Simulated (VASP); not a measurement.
Y3F2, 5 atoms in the cell. Symmetry: I4/mmm, No. 139, tetragonal system. Conventional cell: a = 3.665 Å, b = 3.665 Å, c = 16.877 Å, α = 90.00°, β = 90.00°, γ = 90.00°. Y (site symmetry 4mm) has 4 F at 2.41 Å within 3.2 Å. Within 4.8 Å of Y (site symmetry 4/mmm) lie 12 Y at 3.67 to 3.71 Å and 8 F at 4.60 Å. F (site symmetry -4m2) has 4 Y at 2.41 Å and 4 F at 2.59 Å within 3.2 Å. 

- Program: VASP 6.6.1
- Task: single point
- Functional: PBE
- Potentials or basis: VASP PAW PBE potentials, release 64 (Y_sv, F)
- Cutoff: 520 eV
- k mesh: 12 × 12 × 12
- Occupations: gaussian, width 0.1 eV
- Spin: no spin polarisation
- Dipole correction: no
- Further INCAR settings: ALGO = Normal; EDIFF = 1e-06; NBANDS = 32

Potentials or basis: VASP PAW PBE potentials, release 64 (Y_sv, F).

Launch:

```sh
$ cat potpaw_PBE.64/Y_sv/POTCAR potpaw_PBE.64/F/POTCAR > POTCAR
$ mpirun -np 1 vasp_std > vasp.out
```

Hardware: 1 thread of Intel(R) Xeon(R) 6975P-C (Granite Rapids), on a shared host.

Question: How long does it take, and how much memory?

Answer: Wall time 28 min on 1 thread of Intel(R) Xeon(R) 6975P-C (Granite Rapids) (shared host), peak memory 0.96 GiB. Counts: scf iterations 15, k points 163.
